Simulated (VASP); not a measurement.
# Zn2C (fluorite type) in VASP: notebook, part 3 of 3

VASP 6.6.1. Earlier steps stand in the parts before.

## Step 6: Electric field gradients, PBE (atom 3 (Zn) moved by [0.056569, 0.056569, 0.0] A)

INCAR reads:

```
SYSTEM = Zn2C
ALGO = Normal
EDIFF = 1E-8
ENCUT = 520
GGA = PE
ISIF = 2
ISMEAR = -1
LASPH = .TRUE.
LCHARG = .FALSE.
LEFG = .TRUE.
LREAL = .FALSE.
LWAVE = .FALSE.
NBANDS = 21
NELM = 80
PREC = Accurate
SIGMA = 0.08
```

KPOINTS reads:

```
k-points
0
G
  11 11 11
  0 0 0
```

POSCAR reads:

```
Zn2C
1.0
    0.0000000000      2.6044255414      2.6044255414
    2.6044255414      0.0000000000      2.6044255414
    2.6044255414      2.6044255414      0.0000000000
C Zn
1 2
Direct
    0.0000000000      0.0000000000      0.0000000000
    0.2500000000      0.2500000000      0.2500000000
    0.7500000000      0.7500000000      0.7717203368
```

Potentials or basis: VASP PAW PBE potentials, release 64 (C, Zn).

On the command line:

```bash
$ cat potpaw_PBE.64/C/POTCAR potpaw_PBE.64/Zn/POTCAR > POTCAR
$ mpirun -np 1 vasp_std > vasp.out
```

OUTCAR:

```text
SYSTEM = Zn2C
   EDIFF = 1E-8
   ENCUT = 520
   GGA = PE
   ISIF = 2
   ISMEAR = -1
   LASPH = .TRUE.
   LREAL = .FALSE.
   NELM = 80
   PREC = Accurate

 ion  position               nearest neighbor table
   1  0.000  0.000  0.000-   3 2.19   2 2.26   2 2.26   2 2.26   2 2.26   3 2.26   3 2.26   3 2.32

   2  0.250  0.250  0.250-   1 2.26   1 2.26   1 2.26   1 2.26   3 2.55   3 2.55   3 2.61   3 2.61
                             3 2.66   3 2.66
   3  0.750  0.750  0.772-   1 2.19   1 2.26   1 2.26   1 2.32   2 2.55   2 2.55   2 2.61   2 2.61
[... 803 lines left out ...]

 Electric field gradients (V/A^2)
---------------------------------------------------------------------
 ion       V_xx      V_yy      V_zz      V_xy      V_xz      V_yz
---------------------------------------------------------------------
   1       0.003     0.003    -0.006    -0.148     0.705     0.705
   2      -0.125    -0.125     0.250     0.143     1.236     1.236
   3       0.161     0.161    -0.322    -0.073   -11.168   -11.168
---------------------------------------------------------------------

 Electric field gradients after diagonalization (V/A^2)
 (convention: |V_zz| > |V_xx| > |V_yy|)
----------------------------------------------------------------------
 ion       V_xx      V_yy      V_zz     asymmetry (V_yy - V_xx)/ V_zz
----------------------------------------------------------------------
   1       0.925     0.151    -1.075       0.719
   2      -1.618    -0.268     1.886       0.716
   3      15.678     0.234   -15.913       0.971
----------------------------------------------------------------------

           NMR quadrupolar parameters

 Cq : quadrupolar parameter    Cq=e*Q*V_zz/h
 eta: asymmetry parameters     (V_yy - V_xx)/ V_zz
 Q  : nuclear electric quadrupole moment in mb (millibarn)
----------------------------------------------------------------------
 ion       Cq(MHz)       eta       Q (mb)
----------------------------------------------------------------------
   1      -0.003       0.719       1.000
   2       0.005       0.716       1.000
   3      -0.038       0.971       1.000
----------------------------------------------------------------------
```

OSZICAR:

```text
N       E                     dE             d eps       ncg     rms          rms(c)
DAV:   1     0.145085946661E+03    0.14509E+03   -0.14202E+04 15636   0.205E+03
DAV:   2    -0.591621944730E+00   -0.14568E+03   -0.13913E+03 15612   0.331E+02
DAV:   3    -0.109716783761E+02   -0.10380E+02   -0.10215E+02 17672   0.887E+01
DAV:   4    -0.111453100813E+02   -0.17363E+00   -0.17347E+00 16447   0.110E+01
DAV:   5    -0.111463161699E+02   -0.10061E-02   -0.10061E-02 17637   0.799E-01    0.951E+00
DAV:   6    -0.926710454944E+01    0.18792E+01   -0.49976E+00 22815   0.499E+01    0.677E+00
DAV:   7    -0.927299998268E+01   -0.58954E-02   -0.80435E-01 17200   0.111E+01    0.358E+00
DAV:   8    -0.925823920042E+01    0.14761E-01   -0.53035E-02 17044   0.161E+00    0.105E+00
DAV:   9    -0.925614031299E+01    0.20989E-02   -0.31187E-03 20876   0.603E-01    0.141E-01
DAV:  10    -0.925612289464E+01    0.17418E-04   -0.10345E-03 21479   0.292E-01    0.609E-02
DAV:  11    -0.925615495796E+01   -0.32063E-04   -0.17236E-04 16497   0.149E-01    0.197E-02
DAV:  12    -0.925615465410E+01    0.30387E-06   -0.74682E-06 16742   0.598E-02    0.102E-02
DAV:  13    -0.925615438951E+01    0.26458E-06   -0.83081E-07 17472   0.103E-02    0.455E-03
DAV:  14    -0.925615393509E+01    0.45442E-06   -0.14024E-06 22109   0.139E-02    0.509E-04
DAV:  15    -0.925615394928E+01   -0.14187E-07   -0.18991E-07 16075   0.318E-03    0.406E-04
DAV:  16    -0.925615393933E+01    0.99485E-08   -0.82579E-09  9792   0.133E-03
   1 F= -.92561539E+01 E0= -.92558757E+01  d E =-.556488E-03
```

It took 6 min on 1 thread of Oxide Virtual Turin-like, shared host; peak memory 0.31 GiB.

What came out:

```
Free energy   : -9.2562 eV
Pressure      : 0.9 GPa
Largest force : 0.436 eV/Å
```

Forces in eV/Å, atoms in the order of the input:
```
C    0.065  0.065  0.042
Zn   0.242  0.242 -0.004
Zn  -0.307 -0.307 -0.038
```

Stress tensor (GPa, compression positive):
```
 0.97  0.04 -0.04
 0.04  0.97 -0.04
-0.04 -0.04  0.67
```

Levels at points of the mesh, in eV from the Fermi level:
```
           k point  band 10  band 11  band 12  band 13  band 14  band 15  band 16  band 17  band 18  band 19
(0.00, 0.00, 0.00)    -6.96    -6.96    -0.38    -0.23    -0.16    -0.12     3.98     4.00     4.03     8.86
```

Electric field gradients, principal values (V/Å²):
```csv
atom,least,middle,greatest (by size)
1 C,0.151,0.925,-1.075
2 Zn,-0.268,-1.618,1.886
3 Zn,0.234,15.678,-15.913
```

Caveat: the cell differs from its parent crystal (atom 3 (Zn) moved by [0.056569, 0.056569, 0.0] A); without QUAD_EFG the Cq values of the log hold for a quadrupole moment of 1 mb, not for the nuclei.

## Step 7: The runs side by side

| cell | pressure (GPa) |
| --- | --- |
| a = 3.647, b = 3.647, c = 3.610 Å, angles 60.3, 60.3, 59.3°, 3 atoms | 6.5 |
| a = 3.683, b = 3.683, c = 3.656 Å, angles 60.2, 60.2, 60.5°, 3 atoms | 0.6 |
| a = 3.683 Å, angles 60.0°, 3 atoms | 0.9 |

Some of these runs hold the atoms at other places in the same cell, which the table doesn't show; runs alike in all that it shows share one row.

Alike in all rows: task electric field gradients; level PBE; potentials or basis VASP PAW PBE potentials, release 64 (C, Zn); no spin polarisation; k mesh 11 × 11 × 11; cutoff (eV) 520; smearing fermi-dirac 0.08 eV.

Total energies depend on the potentials used, so only differences within one code and one set of settings carry meaning.
